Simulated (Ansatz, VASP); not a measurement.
Ta in VASP and in Ansatz

```
CELL_PARAMETERS angstrom
-1.62301 1.62301 1.62301
1.62301 -1.62301 1.62301
1.62301 1.62301 -1.62301
ATOMIC_POSITIONS crystal
Ta 0.00000 0.00000 0.00000
```

Alike in both runs: task single point; functional PBEsol; k mesh 22 × 22 × 22; occupations gaussian, width 0.05 eV; non-collinear spin, spin-orbit coupling.

```csv
,VASP,Ansatz
version,VASP 6.6.1,Ansatz 0.2.0
potentials or method,"VASP PAW PBE potentials, release 64 (Ta_pv), cutoff 520 eV","plane waves, PAW"
valence electrons in the cell,11,13
```

```tsv
	VASP	Ansatz	Ansatz less VASP
pressure (GPa)	6.9	7.0	+0.09
```

VASP's potentials were made for PBE, not for PBEsol. VASP's potentials hold 11 valence electrons a cell and Ansatz's 13, so a difference there can come from the potentials and not from the codes.
